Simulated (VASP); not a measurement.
# Ti3SiN3 in VASP: further runs

The runs below take Ti3SiN3 through single point, with PBE.

Program: VASP 6.6.1. These are calculated values, not measurements. Logs are shortened: lines on timing, memory, paths and dates and some standing lists are left out, and cuts for length are marked.

### Step 1. The cell of the first run

The cell holds a slab with vacuum, 7 atoms: a = 3.003 Å, b = 3.003 Å, c = 19.758 Å, α = 90.00°, β = 90.00°, γ = 90.00°.

### Step 2. Single point, PBE

INCAR reads:

```
PREC = Accurate
ENCUT = 520
EDIFF = 1E-6
ISMEAR = 0
SIGMA = 0.1
LREAL = False
LASPH = True
NELM = 100
ALGO = Normal
ISIF = 2
LWAVE = False
LCHARG = False
LDIPOL = True
IDIPOL = 3
DIPOL = 0.5 0.5 0.342
GGA = PE
NBANDS = 36
```

KPOINTS reads:

```
Automatic mesh
0
Gamma
  9 9 1
```

POSCAR reads:

```
Ti3SiN3
1.0
    3.0028555065      0.0000000000      0.0000000000
    0.0000000000      3.0028555065      0.0000000000
    0.0000000000      0.0000000000     19.7584945265
Ti N Si
3 3 1
Direct
    0.5000000000      0.5000000000      0.2024445736
    0.0000000000      0.0000000000      0.3072496201
    0.5000000000      0.5000000000      0.4076776418
    0.0000000000      0.0000000000      0.2024445736
    0.5000000000      0.5000000000      0.3055678856
    0.0000000000      0.0000000000      0.4179718508
    0.3750000000      0.5000000000      0.5519088472
```

Potentials or basis: VASP PAW PBE potentials, release 64 (Ti_sv, N, Si).

Run with:

```
cat potpaw_PBE.64/Ti_sv/POTCAR potpaw_PBE.64/N/POTCAR potpaw_PBE.64/Si/POTCAR > POTCAR
mpirun -np 1 vasp_std > vasp.out
```

OUTCAR:

```text
PREC = Accurate
   ENCUT = 520
   EDIFF = 1E-6
   ISMEAR = 0
   LREAL = False
   LASPH = True
   NELM = 100
   ISIF = 2
   GGA = PE

 ion  position               nearest neighbor table
   1  0.500  0.500  0.202-   5 2.04   4 2.12   4 2.12   4 2.12   4 2.12
   2  0.000  0.000  0.307-   4 2.07   5 2.12   5 2.12   5 2.12   5 2.12   6 2.19   3 2.91   3 2.91
                             3 2.91   3 2.91
   3  0.500  0.500  0.408-   5 2.02   6 2.13   6 2.13   6 2.13   6 2.13   7 2.87   2 2.91   2 2.91
                             2 2.91   2 2.91
   4  0.000  0.000  0.202-   2 2.07   1 2.12   1 2.12   1 2.12   1 2.12
   5  0.500  0.500  0.306-   3 2.02   1 2.04   2 2.12   2 2.12   2 2.12   2 2.12
   6  0.000  0.000  0.418-   3 2.13   3 2.13   3 2.13   3 2.13   2 2.19
   7  0.375  0.500  0.552-   3 2.87

  LATTYP: Found a simple tetragonal cell.
 ALAT       =     3.0028555065
 C/A-ratio  =     6.5799018580

  Lattice vectors:

 A1 = (   3.0028555065,   0.0000000000,   0.0000000000)
 A2 = (   0.0000000000,   3.0028555065,   0.0000000000)
 A3 = (   0.0000000000,   0.0000000000,  19.7584945265)

Analysis of symmetry for initial positions (statically):
=====================================================================
 Subroutine PRICEL returns:
 Original cell was already a primitive cell.

 Routine SETGRP: Setting up the symmetry group for a
 simple tetragonal supercell.

 Subroutine GETGRP returns: Found  2 space group operations
 (whereof  2 operations were pure point group operations)
 out of a pool of 16 trial point group operations.

The static configuration has the point symmetry C_1h.

Analysis of symmetry for dynamics (positions and initial velocities):
=====================================================================
 Subroutine PRICEL returns:
 Original cell was already a primitive cell.

 Routine SETGRP: Setting up the symmetry group for a
 simple tetragonal supercell.

 Subroutine GETGRP returns: Found  2 space group operations
 (whereof  2 operations were pure point group operations)
 out of a pool of 16 trial point group operations.

The dynamic configuration has the point symmetry C_1h.

 Subroutine INISYM returns: Found  2 space group operations
 (whereof  2 operations are pure point group operations),
 and found     1 'primitive' translations

----------------------------------------------------------------------------------------

                                     Primitive cell

  volume of cell :     178.1651

  direct lattice vectors                    reciprocal lattice vectors
     3.002855506  0.000000000  0.000000000     0.333016357  0.000000000  0.000000000
     0.000000000  3.002855506  0.000000000     0.000000000  0.333016357  0.000000000
     0.000000000  0.000000000 19.758494527     0.000000000  0.000000000  0.050611143

  length of vectors
     3.002855506  3.002855506 19.758494527     0.333016357  0.333016357  0.050611143

  position of ions in fractional coordinates (direct lattice)
     0.500000000  0.500000000  0.202444574
     0.000000000  0.000000000  0.307249620
     0.500000000  0.500000000  0.407677642
     0.000000000  0.000000000  0.202444574
     0.500000000  0.500000000  0.305567886
     0.000000000  0.000000000  0.417971851
     0.375000000  0.500000000  0.551908847

  ion indices of the primitive-cell ions
   primitive index   ion index
                 1           1
                 2           2
                 3           3
                 4           4
                 5           5
                 6           6
                 7           7

----------------------------------------------------------------------------------------

 KPOINTS: Automatic mesh

Automatic generation of k-mesh.
 Grid dimensions read from file:
 generate k-points for:    9    9    1

 Generating k-lattice:

  Cartesian coordinates                     Fractional coordinates (reciprocal lattice)
     0.037001817  0.000000000  0.000000000     0.111111111  0.000000000  0.000000000
     0.000000000  0.037001817  0.000000000     0.000000000  0.111111111  0.000000000
     0.000000000  0.000000000  0.050611143     0.000000000  0.000000000  1.000000000

  Length of vectors
     0.037001817  0.037001817  0.050611143

  Shift w.r.t. Gamma in fractional coordinates (k-lattice)
     0.000000000  0.000000000  0.000000000

 Subroutine IBZKPT returns following result:
 ===========================================

 Found     25 irreducible k-points:

 Following reciprocal coordinates:
            Coordinates               Weight
  0.000000  0.000000  0.000000      1.000000
  0.111111  0.000000  0.000000      2.000000
  0.000000  0.111111  0.000000      2.000000
  0.222222  0.000000  0.000000      2.000000
  0.000000  0.222222  0.000000      2.000000
  0.333333  0.000000  0.000000      2.000000
[... 16 lines left out ...]
  0.444444  0.333333  0.000000      4.000000
 -0.333333  0.444444  0.000000      4.000000
   k-points           NKPTS =     25   k-points in BZ     NKDIM =     25   number of bands    NBANDS=     36
   number of dos      NEDOS =    301   number of ions     NIONS =      7
   total plane-waves  NPLWV =  86400
   dimension x,y,z NGX =    24 NGY =   24 NGZ =  150
   dimension x,y,z NGXF=    48 NGYF=   48 NGZF=  300
   ions per type =               3   3   1
   NGX,Y,Z   is equivalent  to a cutoff of  13.29, 13.29, 12.62 a.u.
   NGXF,Y,Z  is equivalent  to a cutoff of  26.57, 26.57, 25.24 a.u.
 SYSTEM =  unknown system
   PREC   = accura    normal or accurate (medium, high low for compatibility)
   ISTART =      0    job   : 0-new  1-cont  2-samecut
   ICHARG =      2    charge: 1-file 2-atom 10-const
   ISPIN  =      1    spin polarized calculation?
   LNONCOLLINEAR =      F non collinear calculations
   LSORBIT =      F    spin-orbit coupling
   LASPH  =      T    aspherical Exc in radial PAW
   ENCUT  =  520.0 eV  38.22 Ry    6.18 a.u.   5.58  5.58 36.74*2*pi/ulx,y,z
   NELM   =    100;   NELMIN=  2; NELMDL= -5     # of ELM steps
   EDIFF  = 0.1E-05   stopping-criterion for ELM
   LREAL  =      F    real-space projection
   EDIFFG = 0.1E-04   stopping-criterion for IOM
   NSW    =      0    number of steps for IOM
   IBRION =     -1    ionic relax: 0-MD 1-quasi-New 2-CG
   NFREE  =      0    steps in history (QN), initial steepest desc. (CG)
   ISIF   =      2    stress and relaxation
   ISYM   =      2    0-nonsym 1-usesym 2-fastsym
   POTIM  = 0.5000    time-step for ionic-motion
   TEBEG  =    0.0;   TEEND  =   0.0 temperature during run
   PSTRESS=    0.0 pullay stress
   NELECT =      55.0000    total number of electrons
   NUPDOWN=      -1.0000    fix difference up-down
   EMIN   =  10.00;   EMAX   =-10.00  energy-range for DOS
   EFERMI =   0.00;   METHOD = LEGACY
   ISMEAR =     0;   SIGMA  =   0.10  broadening in eV -4-tet -1-fermi 0-gaus
   EFERMI_NEDOS =   21; number of points for ismear=-14 and -15
   IALGO  =     38    algorithm
   IMIX   =      4    mixing-type and parameters
     AMIX     =   0.40;   BMIX     =  1.00
     AMIX_MAG =   1.60;   BMIX_MAG =  1.00
  volume/ion in A,a.u.               =      25.45       171.76
  Fermi-wavevector in a.u.,A,eV,Ry     =   1.106424  2.090838 16.655892  1.224174
  Thomas-Fermi vector in A             =   2.242924
   LORBIT       =      0    0 simple, 1 ext, 2 COOP (PROOUT), +10 PAW based schemes
   GGA     = PE    functional components
   LHFCALC =     F    Hartree Fock is set to
   AEXX    =    0.0000 exact exchange contribution
   IVDW    =     0    specifies the selected vdW correction
   LEPSILON=     F    determine dielectric tensor
   LRPA    =     F    only Hartree local field effects (RPA)
 non-spin polarized calculation
 Gauss-broadening in eV      SIGMA  =   0.10
  energy-cutoff  :      520.00
  volume of cell :      178.17
 maximum number of plane-waves:      4826
 NGX is ok and might be reduce to    24
   NGX = 11   NGY = 11   NGZ = 73

 dipolmoment           0.000000      0.000000     -0.016408 electrons x Angstroem

 number of electron      54.9999999 magnetization

 dipolmoment           0.000000      0.000000      0.128723 electrons x Angstroem

 Free energy of the ion-electron system (eV)
  ---------------------------------------------------
  ext. energy  EPLUGINS =         0.00000000
  ---------------------------------------------------
  free energy    TOTEN  =       -61.19394343 eV

  energy without entropy =      -61.17649448  energy(sigma->0) =      -61.18521895

 E-fermi :   2.2976     XC(G=0):  -6.3508

 val. band max:        2.2666891924   @ k =   0.4444   0.0000   0.0000
 cond. band min:       2.3030667688   @ k =   0.2222   0.0000   0.0000
 fundamental gap:      0.0363775764
 Fermi energy:         2.2975626378

 k-point     1 :       0.0000    0.0000    0.0000
  band No.  band energies     occupation
      1     -55.6389      2.00000
      2     -55.2882      2.00000
      3     -55.1966      2.00000
      4     -32.0992      2.00000
      5     -31.7202      2.00000
      6     -31.7165      2.00000
[... 28 lines left out ...]
     35       3.9797      0.00000
     36       3.9803      0.00000

 k-point     2 :       0.1111    0.0000    0.0000
  band No.  band energies     occupation
      1     -55.6349      2.00000
      2     -55.2820      2.00000
      3     -55.1958      2.00000
      4     -32.0963      2.00000
      5     -31.7774      2.00000
      6     -31.7098      2.00000
[... 28 lines left out ...]
     35       4.1473      0.00000
     36       4.2941      0.00000
[... 817 lines left out ...]
     35       4.6789      0.00000
     36       4.7728      0.00000

 k-point    24 :      -0.3333    0.4444    0.0000
  band No.  band energies     occupation
      1     -55.5828      2.00000
      2     -55.1940      2.00000
      3     -55.1859      2.00000
      4     -32.0426      2.00000
      5     -31.9970      2.00000
      6     -31.9211      2.00000
[... 28 lines left out ...]
     35       4.6849      0.00000
     36       4.7547      0.00000

 [... further k-points ...]

------------------------ aborting loop because EDIFF is reached ----------------------------------------

 vacuum level on the upper side and lower side of the slab       (xc-potential included)         0.985        -1.455

  FORCE on cell =-STRESS in cart. coord.  units (eV):
  Direction    XX          YY          ZZ          XY          YZ          ZX
  --------------------------------------------------------------------------------------
  -------------------------------------------------------------------------------------
  Total       -7.0840344     -6.9356472      1.0535603      0.0000000      0.0000000     -0.1685506
  in kB      -63.7042671    -62.3698723      9.4743024      0.0000000      0.0000000     -1.5157172
  external PRESSURE =     -38.8666124 kB  Pullay stress =       0.0000000 kB

 VOLUME and BASIS-vectors are now :
 -----------------------------------------------------------------------------
  energy-cutoff  :      520.00
  volume of cell :      178.17
      direct lattice vectors                 reciprocal lattice vectors
     3.002855506  0.000000000  0.000000000     0.333016357  0.000000000  0.000000000
     0.000000000  3.002855506  0.000000000     0.000000000  0.333016357  0.000000000
     0.000000000  0.000000000 19.758494527     0.000000000  0.000000000  0.050611143

 POSITION                                       TOTAL-FORCE (eV/Angst)
 -----------------------------------------------------------------------------------
      1.50143      1.50143      4.00000        -0.006173      0.000000      1.534934
      0.00000      0.00000      6.07079         0.052158      0.000000     -0.200656
      1.50143      1.50143      8.05510         0.121095      0.000000      1.593123
      0.00000      0.00000      4.00000        -0.005520      0.000000     -1.654517
      1.50143      1.50143      6.03756        -0.045116      0.000000     -0.200567
      0.00000      0.00000      8.25849        -0.048399      0.000000     -1.085663
      1.12607      1.50143     10.90489        -0.068045      0.000000      0.013347
 -----------------------------------------------------------------------------------
    total drift:                               -0.000050     -0.000000      0.000360

  FREE ENERGIE OF THE ION-ELECTRON SYSTEM (eV)
  ---------------------------------------------------
  free  energy   TOTEN  =       -61.1939434323 eV

  energy  without entropy=      -61.1764944764  energy(sigma->0) =      -61.18521895

 vacuum level on the upper side and lower side of the slab         6.998         4.481
```

It took 2.6 min on 1 thread of Intel Xeon 6975P-C (Granite Rapids), shared host; peak memory 0.35 GiB.

Results:

```yaml
Free_energy: -61.1939 eV
Largest_force: 1.655 eV/Å
```

Forces on the atoms (eV/Å):
```
Ti  -0.006  0.000  1.535
Ti   0.052  0.000 -0.201
Ti   0.121  0.000  1.593
N   -0.006  0.000 -1.655
N   -0.045  0.000 -0.201
N   -0.048  0.000 -1.086
Si  -0.068  0.000  0.013
```

(Part 1 of 3 ends here.)
